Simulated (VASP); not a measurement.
# AlB2N3: single point with PBE

The system is AlB2N3.

```xyz
6
Lattice="2.6124 0.0000 0.0000 0.0000 2.6124 0.0000 0.0000 0.0000 8.3876" Properties=species:S:1:pos:R:3 pbc="T T T"
Al    1.3062    1.3062    1.2023
B     0.0000    0.0000    7.4421
B     1.3062    1.3062    6.0180
N     0.0000    0.0000    5.8759
N     0.0000    0.0000    1.2893
N     1.3062    1.3062    7.5290
```

The cell was generated, and may not be a known phase.

```
Program             : VASP 6.6.1
Task                : single point
Functional          : PBE
Potentials or basis : VASP PAW PBE potentials, release 64 (Al, B, N)
Cutoff              : 520 eV
k mesh              : 14 × 14 × 4
Occupations         : gaussian, width 0.01 eV
Spin                : no spin polarisation
```

```json
{"Pressure": "0.0 GPa", "Largest force": "0.049 eV/Å", "Band gap on the k mesh": "0.24 eV (least direct gap 2.06 eV)"}
```

Forces in eV/Å, atoms in the order of the input:
```
Al   0.000  0.000 -0.008
B    0.000  0.000  0.039
B    0.000  0.000 -0.049
N    0.000  0.000 -0.019
N    0.000  0.000  0.004
N    0.000  0.000  0.032
```

Stress tensor (GPa, compression positive):
```
-0.07  0.00  0.00
 0.00 -0.07  0.00
 0.00  0.00  0.16
```

Levels at points of the mesh, in eV from the valence-band top:
| k point | band 9 | band 10 | band 11 | band 12 | band 13 | band 14 | band 15 | band 16 |
| --- | --- | --- | --- | --- | --- | --- | --- | --- |
| (0.00, 0.00, 0.00) | -1.18 | -1.18 | -0.40 | -0.40 | 2.87 | 4.15 | 5.03 | 6.55 |
| (0.50, 0.00, 0.00) | -1.34 | -1.12 | -0.65 | -0.30 | 4.28 | 5.13 | 5.38 | 5.78 |
| (0.50, 0.50, 0.00) | -4.77 | -4.77 | -3.81 | -1.82 | 0.24 | 2.82 | 5.45 | 8.54 |
| (0.00, 0.00, 0.50) | -1.18 | -1.18 | -0.40 | -0.40 | 3.39 | 3.61 | 4.26 | 8.18 |
| (0.50, 0.00, 0.50) | -1.34 | -1.03 | -0.65 | -0.30 | 4.49 | 5.14 | 5.40 | 5.78 |
| (0.50, 0.50, 0.50) | -4.76 | -4.76 | -3.80 | -1.85 | 0.25 | 2.86 | 5.39 | 8.34 |

Wall time 3.3 min on 1 thread of Intel Xeon 8259CL, on a shared host, peak memory 0.24 GiB.

Caveat: semilocal functionals underestimate gaps, and a narrow one can read as zero. A k mesh can miss the band edges.
